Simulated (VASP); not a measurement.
# TiSe3 (Pm-3m) in VASP: notebook

The runs below take TiSe3 through single point, relaxation of cell and atoms, with PBE.

All numbers are computed with VASP 6.6.1; they aren't measurements. Logs are shortened: lines on timing, memory, paths and dates and some standing lists are left out, and cuts for length are marked.

### 1 The cell of the first run

The structure is cubic, space group Pm-3m (No. 221). Conventional cell: a = 4.611 Å, b = 4.611 Å, c = 4.611 Å, α = 90.00°, β = 90.00°, γ = 90.00°. Ti (site symmetry m-3m) has 6 Se at 2.31 Å within 3.0 Å. Within 3.0 Å of Se (site symmetry 4/mmm) lie 2 Ti at 2.31 Å.

The cell was built from a structure type or drawn by symmetry, and may not be a known phase.

### 2 Single point, PBE, collinear spin

The input, INCAR:

```
SYSTEM = TiSe3
PREC = Accurate
ENCUT = 520
EDIFF = 1E-6
ISMEAR = 0
SIGMA = 0.1
LREAL = .FALSE.
LASPH = .TRUE.
NELM = 150
ALGO = Normal
ISIF = 2
LWAVE = .FALSE.
LCHARG = .TRUE.
ISPIN = 2
MAGMOM = 1 0 0 0
LORBIT = 11
LMAXMIX = 4
GGA = PE
LELF = .TRUE.
LVHAR = .TRUE.
NBANDS = 27
```

The input, KPOINTS:

```
Automatic mesh
0
G
  4 4 4
  0 0 0
```

The input, POSCAR:

```
TiSe3
1.0
    4.6114616600      0.0000000000      0.0000000000
    0.0000000000      4.6114616600      0.0000000000
    0.0000000000      0.0000000000      4.6114616600
Ti Se
1 3
Direct
    0.5000000000      0.5000000000      0.5000000000
    0.0000000000      0.5000000000      0.5000000000
    0.5000000000      0.0000000000      0.5000000000
    0.5000000000      0.5000000000      0.0000000000
```

Potentials or basis: VASP PAW PBE potentials, release 64 (Ti_sv, Se).

Started as:

```bash
> cat potpaw_PBE.64/Ti_sv/POTCAR potpaw_PBE.64/Se/POTCAR > POTCAR
> mpirun -np 1 vasp_std > vasp.out
```

OUTCAR:

```text
SYSTEM = TiSe3
   PREC = Accurate
   ENCUT = 520
   EDIFF = 1E-6
   ISMEAR = 0
   LREAL = .FALSE.
   LASPH = .TRUE.
   NELM = 150
   ISIF = 2
   ISPIN = 2
   LORBIT = 11
   GGA = PE

 ion  position               nearest neighbor table
   1  0.500  0.500  0.500-   2 2.31   3 2.31   4 2.31   4 2.31   3 2.31   2 2.31
   2  0.000  0.500  0.500-   1 2.31   1 2.31
   3  0.500  0.000  0.500-   1 2.31   1 2.31
   4  0.500  0.500  0.000-   1 2.31   1 2.31

  LATTYP: Found a simple cubic cell.
 ALAT       =     4.6114616600

  Lattice vectors:

 A1 = (   4.6114616600,   0.0000000000,   0.0000000000)
 A2 = (   0.0000000000,   4.6114616600,   0.0000000000)
 A3 = (   0.0000000000,   0.0000000000,   4.6114616600)

Analysis of symmetry for initial positions (statically):
=====================================================================
 Subroutine PRICEL returns:
 Original cell was already a primitive cell.

 Routine SETGRP: Setting up the symmetry group for a
 simple cubic supercell.

 Subroutine GETGRP returns: Found 48 space group operations
 (whereof 48 operations were pure point group operations)
 out of a pool of 48 trial point group operations.

The static configuration has the point symmetry O_h .

Analysis of symmetry for dynamics (positions and initial velocities):
=====================================================================
 Subroutine PRICEL returns:
 Original cell was already a primitive cell.

 Routine SETGRP: Setting up the symmetry group for a
 simple cubic supercell.

 Subroutine GETGRP returns: Found 48 space group operations
 (whereof 48 operations were pure point group operations)
 out of a pool of 48 trial point group operations.

The dynamic configuration has the point symmetry O_h .

Analysis of structural, dynamic, and magnetic symmetry:
=====================================================================
 Subroutine PRICEL returns:
 Original cell was already a primitive cell.

 Routine SETGRP: Setting up the symmetry group for a
 simple cubic supercell.

 Subroutine GETGRP returns: Found 48 space group operations
 (whereof 48 operations were pure point group operations)
 out of a pool of 48 trial point group operations.

The overall configuration has the point symmetry O_h .

 Subroutine INISYM returns: Found 48 space group operations
 (whereof 48 operations are pure point group operations),
 and found     1 'primitive' translations

----------------------------------------------------------------------------------------

                                     Primitive cell

  volume of cell :      98.0654

  direct lattice vectors                    reciprocal lattice vectors
     4.611461660  0.000000000  0.000000000     0.216850984  0.000000000  0.000000000
     0.000000000  4.611461660  0.000000000     0.000000000  0.216850984  0.000000000
     0.000000000  0.000000000  4.611461660     0.000000000  0.000000000  0.216850984

  length of vectors
     4.611461660  4.611461660  4.611461660     0.216850984  0.216850984  0.216850984

  position of ions in fractional coordinates (direct lattice)
     0.500000000  0.500000000  0.500000000
     0.000000000  0.500000000  0.500000000
     0.500000000  0.000000000  0.500000000
     0.500000000  0.500000000  0.000000000

  ion indices of the primitive-cell ions
   primitive index   ion index
                 1           1
                 2           2
                 3           3
                 4           4

----------------------------------------------------------------------------------------

 KPOINTS: Automatic mesh

Automatic generation of k-mesh.
 Grid dimensions read from file:
 generate k-points for:    4    4    4

 Generating k-lattice:

  Cartesian coordinates                     Fractional coordinates (reciprocal lattice)
     0.054212746  0.000000000  0.000000000     0.250000000  0.000000000  0.000000000
     0.000000000  0.054212746  0.000000000     0.000000000  0.250000000  0.000000000
     0.000000000  0.000000000  0.054212746     0.000000000  0.000000000  0.250000000

  Length of vectors
     0.054212746  0.054212746  0.054212746

  Shift w.r.t. Gamma in fractional coordinates (k-lattice)
     0.000000000  0.000000000  0.000000000

 Subroutine IBZKPT returns following result:
 ===========================================

 Found     10 irreducible k-points:

 Following reciprocal coordinates:
            Coordinates               Weight
  0.000000  0.000000  0.000000      1.000000
  0.250000  0.000000  0.000000      6.000000
  0.500000  0.000000  0.000000      3.000000
  0.250000  0.250000  0.000000     12.000000
  0.500000  0.250000  0.000000     12.000000
  0.500000  0.500000  0.000000      3.000000
  0.250000  0.250000  0.250000      8.000000
  0.500000  0.250000  0.250000     12.000000
  0.500000  0.500000  0.250000      6.000000
  0.500000  0.500000  0.500000      1.000000
   k-points           NKPTS =     10   k-points in BZ     NKDIM =     10   number of bands    NBANDS=     27
   number of dos      NEDOS =    301   number of ions     NIONS =      4
   total plane-waves  NPLWV =  46656
   dimension x,y,z NGX =    36 NGY =   36 NGZ =   36
   dimension x,y,z NGXF=    72 NGYF=   72 NGZF=   72
   ions per type =               1   3
   NGX,Y,Z   is equivalent  to a cutoff of  12.98, 12.98, 12.98 a.u.
   NGXF,Y,Z  is equivalent  to a cutoff of  25.96, 25.96, 25.96 a.u.
 SYSTEM =  TiSe3
   PREC   = accura    normal or accurate (medium, high low for compatibility)
   ISTART =      0    job   : 0-new  1-cont  2-samecut
   ICHARG =      2    charge: 1-file 2-atom 10-const
   ISPIN  =      2    spin polarized calculation?
   LNONCOLLINEAR =      F non collinear calculations
   LSORBIT =      F    spin-orbit coupling
   LASPH  =      T    aspherical Exc in radial PAW
   ENCUT  =  520.0 eV  38.22 Ry    6.18 a.u.   8.57  8.57  8.57*2*pi/ulx,y,z
   NELM   =    150;   NELMIN=  2; NELMDL= -5     # of ELM steps
   EDIFF  = 0.1E-05   stopping-criterion for ELM
   LREAL  =      F    real-space projection
   EDIFFG = 0.1E-04   stopping-criterion for IOM
   NSW    =      0    number of steps for IOM
   IBRION =     -1    ionic relax: 0-MD 1-quasi-New 2-CG
   NFREE  =      0    steps in history (QN), initial steepest desc. (CG)
   ISIF   =      2    stress and relaxation
   ISYM   =      2    0-nonsym 1-usesym 2-fastsym
   POTIM  = 0.5000    time-step for ionic-motion
   TEBEG  =    0.0;   TEEND  =   0.0 temperature during run
   PSTRESS=    0.0 pullay stress
   NELECT =      30.0000    total number of electrons
   NUPDOWN=      -1.0000    fix difference up-down
   EMIN   =  10.00;   EMAX   =-10.00  energy-range for DOS
   EFERMI =   0.00;   METHOD = LEGACY
   ISMEAR =     0;   SIGMA  =   0.10  broadening in eV -4-tet -1-fermi 0-gaus
   EFERMI_NEDOS =   21; number of points for ismear=-14 and -15
   IALGO  =     38    algorithm
   IMIX   =      4    mixing-type and parameters
     AMIX     =   0.40;   BMIX     =  1.00
     AMIX_MAG =   1.60;   BMIX_MAG =  1.00
  volume/ion in A,a.u.               =      24.52       165.44
  Fermi-wavevector in a.u.,A,eV,Ry     =   1.103088  2.084533 16.555598  1.216802
  Thomas-Fermi vector in A             =   2.239540
   LORBIT       =     11    0 simple, 1 ext, 2 COOP (PROOUT), +10 PAW based schemes
   GGA     = PE    functional components
   LHFCALC =     F    Hartree Fock is set to
   AEXX    =    0.0000 exact exchange contribution
   IVDW    =     0    specifies the selected vdW correction
   LEPSILON=     F    determine dielectric tensor
   LRPA    =     F    only Hartree local field effects (RPA)
 spin polarized calculation
 Gauss-broadening in eV      SIGMA  =   0.10
  energy-cutoff  :      520.00
  volume of cell :       98.07
 maximum number of plane-waves:      2680
 NGX is ok and might be reduce to    36
   NGX = 17   NGY = 17   NGZ = 17

 number of electron      30.0000014 magnetization       1.4290817

 Free energy of the ion-electron system (eV)
  ---------------------------------------------------
  ext. energy  EPLUGINS =         0.00000000
  ---------------------------------------------------
  free energy    TOTEN  =       -18.62852832 eV

  energy without entropy =      -18.60406125  energy(sigma->0) =      -18.61629478

 E-fermi :   3.4578     XC(G=0):  -9.0066

 val. band max:        3.4487044279   @ k =   0.5000   0.0000   0.0000
 cond. band min:       3.5066137150   @ k =   0.2500   0.2500   0.2500
 fundamental gap:      0.0579092871
 Fermi energy:         3.4577955440

 spin component 1

 k-point     1 :       0.0000    0.0000    0.0000
  band No.  band energies     occupation
      1     -53.2958      1.00000
      2     -29.6911      1.00000
      3     -29.6911      1.00000
      4     -29.6911      1.00000
      5     -11.1600      1.00000
      6      -9.1026      1.00000
[... 19 lines left out ...]
     26      12.8428      0.00000
     27      12.8428      0.00000
[... 246 lines left out ...]
      4     -29.6971      1.00000
      5      -9.2635      1.00000
      6      -9.2635      1.00000
[... 19 lines left out ...]
     26      13.5314      0.00000
     27      13.5314      0.00000
 Fermi energy:         3.4577955440

 spin component 2

 k-point     1 :       0.0000    0.0000    0.0000
  band No.  band energies     occupation
      1     -53.4317      1.00000
      2     -29.8283      1.00000
      3     -29.8283      1.00000
      4     -29.8283      1.00000
      5     -10.7635      1.00000
      6      -8.6637      1.00000
[... 19 lines left out ...]
     26      13.0056      0.00000
     27      13.0056      0.00000
[... 247 lines left out ...]
      5      -8.8170      1.00000
      6      -8.8170      1.00000
[... 19 lines left out ...]
     26      13.8530      0.00000
     27      13.8530      0.00000

------------------------ aborting loop because EDIFF is reached ----------------------------------------

  FORCE on cell =-STRESS in cart. coord.  units (eV):
  Direction    XX          YY          ZZ          XY          YZ          ZX
  --------------------------------------------------------------------------------------
  -------------------------------------------------------------------------------------
  Total       11.2396898     11.2396898     11.2396898     -0.0000000     -0.0000000      0.0000000
  in kB      183.6323110    183.6323110    183.6323110     -0.0000000     -0.0000000      0.0000000
  external PRESSURE =     183.6323110 kB  Pullay stress =       0.0000000 kB

 VOLUME and BASIS-vectors are now :
 -----------------------------------------------------------------------------
  energy-cutoff  :      520.00
  volume of cell :       98.07
      direct lattice vectors                 reciprocal lattice vectors
     4.611461660  0.000000000  0.000000000     0.216850984  0.000000000  0.000000000
     0.000000000  4.611461660  0.000000000     0.000000000  0.216850984  0.000000000
     0.000000000  0.000000000  4.611461660     0.000000000  0.000000000  0.216850984

 POSITION                                       TOTAL-FORCE (eV/Angst)
 -----------------------------------------------------------------------------------
      2.30573      2.30573      2.30573         0.000000      0.000000      0.000000
      0.00000      2.30573      2.30573         0.000000      0.000000      0.000000
      2.30573      0.00000      2.30573         0.000000      0.000000      0.000000
      2.30573      2.30573      0.00000         0.000000      0.000000      0.000000
 -----------------------------------------------------------------------------------
    total drift:                                0.000000      0.000000      0.000000

  FREE ENERGIE OF THE ION-ELECTRON SYSTEM (eV)
  ---------------------------------------------------
  free  energy   TOTEN  =       -18.6285283155 eV

  energy  without entropy=      -18.6040612466  energy(sigma->0) =      -18.61629478

 total charge

# of ion       s       p       d       tot
------------------------------------------
    1        2.232   6.279   2.186  10.696
    2        1.490   2.360   0.042   3.891
    3        1.490   2.360   0.042   3.891
    4        1.490   2.360   0.042   3.891
--------------------------------------------------
tot          6.701  13.357   2.311  22.369

 magnetization (x)

# of ion       s       p       d       tot
------------------------------------------
    1       -0.004   0.003  -0.148  -0.149
    2        0.015   0.352  -0.001   0.366
    3        0.015   0.352  -0.001   0.366
    4        0.015   0.352  -0.001   0.366
--------------------------------------------------
tot          0.040   1.059  -0.151   0.949
```

Run time: 69 s. Hardware: 1 thread of Intel Xeon Platinum 8259CL at 2.50GHz (Skylake/Cascade Lake), shared host; peak memory 0.25 GiB.

What came out:

- Free energy: -18.6285 eV
- Pressure: 18.4 GPa
- Net moment: 1.43 μB per cell
- Site moments: Ti -0.15; Se +0.37 μB
- Valence electrons inside the program's atomic spheres: Ti 10.70; Se 3.89

Caveat: the cell stands under pressure.

### 3 Single point, PBE

This run uses another cell than the first one, of 30.28 Å³/atom.

The input, INCAR:

```
PREC = Accurate
ENCUT = 520
EDIFF = 1E-6
ISMEAR = 0
SIGMA = 0.1
LREAL = False
LASPH = True
NELM = 60
ALGO = Normal
ISIF = 2
LWAVE = False
LCHARG = True
GGA = PE
LELF = True
LVHAR = True
NBANDS = 23
```

The input, KPOINTS:

```
regular mesh
0
Gamma
  10 10 10
```

The input, POSCAR:

```
TiSe3
1.0
    4.9476449171      0.0000000000      0.0000000000
    0.0000000000      4.9476449171      0.0000000000
    0.0000000000      0.0000000000      4.9476449171
Ti Se
1 3
Direct
    0.5000000000      0.5000000000      0.5000000000
    0.0000000000      0.5000000000      0.5000000000
    0.5000000000      0.0000000000      0.5000000000
    0.5000000000      0.5000000000      0.0000000000
```

Potentials or basis: VASP PAW PBE potentials, release 64 (Ti_sv, Se).

Started as:

```bash
> cat potpaw_PBE.64/Ti_sv/POTCAR potpaw_PBE.64/Se/POTCAR > POTCAR
> mpirun -np 1 vasp_std > vasp.out
```

Wall time 2.1 min (1 thread of Intel Xeon Platinum 8259CL at 2.50GHz (Skylake/Cascade Lake), shared host); peak memory 0.32 GiB.

The run converged. Its results:

* Free energy: -19.9358 eV
* Pressure: 0.1 GPa
* Band gap on the k mesh: zero (bands 15 and 16 overlap by 1.18 eV)

Levels at points of the mesh, in eV from the Fermi level:
```tsv
k point	band 11	band 12	band 13	band 14	band 15	band 16	band 17	band 18	band 19	band 20
(0.00, 0.00, 0.00)	-0.41	-0.41	-0.41	0.37	0.37	0.37	0.45	0.45	0.45	1.68
(0.50, 0.00, 0.00)	-1.96	-1.96	-1.73	-0.83	0.10	0.10	0.48	1.69	2.19	2.19
(0.50, 0.50, 0.00)	-2.19	-1.91	-1.91	-1.26	-1.26	1.02	2.20	2.20	2.20	2.21
(0.50, 0.50, 0.50)	-3.45	-3.04	-3.04	1.04	1.04	1.04	2.24	2.24	2.24	4.87
```

### 4 Single point, PBE

This run uses another cell than the first one, of 30.28 Å³/atom.

The input, INCAR:

```
SYSTEM = TiSe3
  PREC = Accurate
  ENCUT = 520
  EDIFF = 1E-6
  ISMEAR = 0
  SIGMA = 0.1
  LREAL = .FALSE.
  LASPH = .TRUE.
  NELM = 60
  ALGO = Normal
  ISIF = 2
  LWAVE = .FALSE.
  LCHARG = .TRUE.
  GGA = PE
  LELF = .TRUE.
  LVHAR = .TRUE.
  NBANDS = 23
```

The input, KPOINTS:

```
Automatic mesh
0
G
  10 10 10
  0 0 0
```

POSCAR is that of step 3.

Started as:

```bash
> cat potpaw_PBE.64/Ti_sv/POTCAR potpaw_PBE.64/Se/POTCAR > POTCAR
> mpirun -np 1 vasp_std > vasp.out
```

It took 2.2 min on 1 thread of Intel Xeon Platinum 8259CL at 2.50GHz (Skylake/Cascade Lake), shared host; peak memory 0.32 GiB.

It converged, with:

- Free energy: -19.9358 eV
- Pressure: 0.1 GPa
- Band gap on the k mesh: zero (bands 15 and 16 overlap by 1.18 eV)

Levels at points of the mesh, in eV from the Fermi level:
```csv
k point,band 13,band 14,band 15,band 16,band 17,band 18
"(0.00, 0.00, 0.00)",-0.41,0.37,0.37,0.37,0.45,0.45
"(0.50, 0.00, 0.00)",-1.73,-0.83,0.10,0.10,0.48,1.69
"(0.50, 0.50, 0.00)",-1.91,-1.26,-1.26,1.02,2.20,2.20
"(0.50, 0.50, 0.50)",-3.04,1.04,1.04,1.04,2.24,2.24
```

### 5 Single point, PBE, collinear spin

This run uses another cell than the first one, of 30.52 Å³/atom.

The input, INCAR:

```
SYSTEM = TiSe3
PREC = Accurate
ENCUT = 520
EDIFF = 1E-7
ISMEAR = 0
SIGMA = 0.1
LREAL = .FALSE.
LASPH = .TRUE.
NELM = 150
ALGO = Normal
ISIF = 2
LWAVE = .FALSE.
LCHARG = .FALSE.
ISPIN = 2
MAGMOM = 1 0 0 0
LORBIT = 11
LMAXMIX = 4
GGA = PE
NBANDS = 27
```

The input, KPOINTS:

```
regular mesh
0
G
  4 4 4
  0 0 0
```

The input, POSCAR:

```
TiSe3
1.0
    4.9610267001      0.0000000000      0.0000000000
    0.0000000000      4.9610267001      0.0000000000
    0.0000000000      0.0000000000      4.9610267001
Ti Se
1 3
Direct
    0.5000000000      0.5000000000      0.5000000000
    0.0000000000      0.5000000000      0.5000000000
    0.5000000000      0.0000000000      0.5000000000
    0.5000000000      0.5000000000      0.0000000000
```

Started as:

```bash
> cat potpaw_PBE.64/Ti_sv/POTCAR potpaw_PBE.64/Se/POTCAR > POTCAR
> mpirun -np 1 vasp_std > vasp.out
```

Wall time 2.2 min (1 thread of Intel Xeon Platinum 8259CL at 2.50GHz (Skylake/Cascade Lake), shared host); peak memory 0.31 GiB.

It converged, with:

| Item | Value |
| --- | --- |
| Free energy | -19.8099 eV |
| Pressure | 0.4 GPa |
| Net moment | 1.60 μB per cell |
| Site moments | Ti -0.16; Se +0.39 μB |
| Valence electrons inside the program's atomic spheres | Ti 10.23; Se 3.79 |

Levels at points of the mesh, in eV from the Fermi level:
Spin up:
```csv
k point,band 12,band 13,band 14,band 15,band 16,band 17,band 18,band 19,band 20,band 21
"(0.00, 0.00, 0.00)",-0.91,-0.91,-0.09,-0.09,-0.09,0.23,0.23,0.23,1.37,1.37
"(0.50, 0.00, 0.00)",-2.35,-2.17,-1.31,-0.37,-0.37,0.26,1.38,1.87,1.87,2.67
"(0.50, 0.50, 0.00)",-2.30,-2.30,-1.72,-1.72,0.48,1.87,1.88,1.88,1.93,5.49
"(0.50, 0.50, 0.50)",-3.35,-3.35,0.50,0.50,0.50,1.97,1.97,1.97,4.54,5.53
```
Spin down:
| k point | band 10 | band 11 | band 12 | band 13 | band 14 | band 15 | band 16 | band 17 |
| --- | --- | --- | --- | --- | --- | --- | --- | --- |
| (0.00, 0.00, 0.00) | -3.39 | -0.31 | -0.31 | -0.31 | 0.08 | 0.08 | 0.08 | 0.38 |
| (0.50, 0.00, 0.00) | -2.92 | -2.01 | -2.01 | -1.66 | -0.74 | 0.11 | 0.14 | 0.14 |
| (0.50, 0.50, 0.00) | -3.25 | -2.32 | -1.96 | -1.96 | -1.18 | -1.18 | 1.14 | 1.86 |
| (0.50, 0.50, 0.50) | -3.44 | -3.44 | -3.23 | -3.23 | 1.16 | 1.16 | 1.16 | 1.90 |

(Part 1 of 2 ends here.)
